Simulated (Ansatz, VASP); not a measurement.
## TaBiO in VASP and in Ansatz

```
Ta Bi O
1.0
     3.53718    0.00000    0.00000
    -1.76859    3.06328    0.00000
     0.00000    0.00000    5.03645
Ta Bi O
1 1 1
Direct
  0.33333 0.66667 0.00000
  0.00000 0.00000 0.50000
  0.66667 0.33333 0.00000
```

Alike in both runs: functional PBE; k mesh 4 × 4 × 3; occupations gaussian, width 0.15 eV; no spin polarisation.

Ansatz relaxed the structure, and its values are those at the end. VASP's run is a single point on that final structure, the one shown.

|  | VASP | Ansatz |
| --- | --- | --- |
| version | VASP 6.6.1 | Ansatz 0.2.0 |
| potentials or method | VASP PAW PBE potentials, release 64 (Ta_pv, Bi_d, O), cutoff 600 eV | scalar-relativistic, plane waves, PAW |
| valence electrons in the cell | 32 | 34 |

|  | VASP | Ansatz | Ansatz less VASP |
| --- | --- | --- | --- |
| gap on the k mesh at the Fermi level (eV) | none | none | - |
| pressure (GPa) | 0.1 | -0.1 | -0.18 |

A gap of «none» marks a metal or a gap that the smearing closes. With one functional, cell and mesh, what is left measures potentials, basis and numerics. VASP's potentials hold 32 valence electrons a cell and Ansatz's 34, so a difference there can come from the potentials and not from the codes.

The k mesh is coarse, so the values compare programs but aren't converged. Neither program's run includes spin-orbit coupling.
